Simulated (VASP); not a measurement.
Here is a VASP 6.6.1 calculation.

The input INCAR:

```
SYSTEM = Sr
PREC = Accurate
ENCUT = 520
EDIFF = 1E-6
ISMEAR = 0
SIGMA = 0.03
LREAL = .FALSE.
LASPH = .TRUE.
NELM = 150
ALGO = Normal
ISIF = 2
LWAVE = .FALSE.
LCHARG = .FALSE.
ISPIN = 2
MAGMOM = -2
LORBIT = 11
GGA = PS
NBANDS = 15
```

The input KPOINTS:

```
regular mesh
0
G
  6 6 8
  0 0 0
```

File POSCAR:

```
Sr
1.0
   10.1086195685      0.0000000000      0.0000000000
   -5.0543097843      8.7543213435      0.0000000000
    0.0000000000      0.0000000000      4.0674229572
Sr
1
Direct
    0.0000000000      0.0000000000      0.0000000000
```

Potentials or basis: VASP PAW PBE potentials, release 64 (Sr_sv).

The run is started by

```bash
$ cat potpaw_PBE.64/Sr_sv/POTCAR > POTCAR
$ mpirun -np 1 vasp_std > vasp.out
```

(1) What does it give for the site moments?

(2) What does it give for the pressure?

(3) What does it give for the net moment?

Answers

(1) Sr -0.06 μB.

(2) 0.0 GPa.

(3) -0.25 μB per cell.

Caveat: a moment this small can come from the mesh or the smearing; the PAW data sets were made with another functional, which shifts forces and pressure a little.
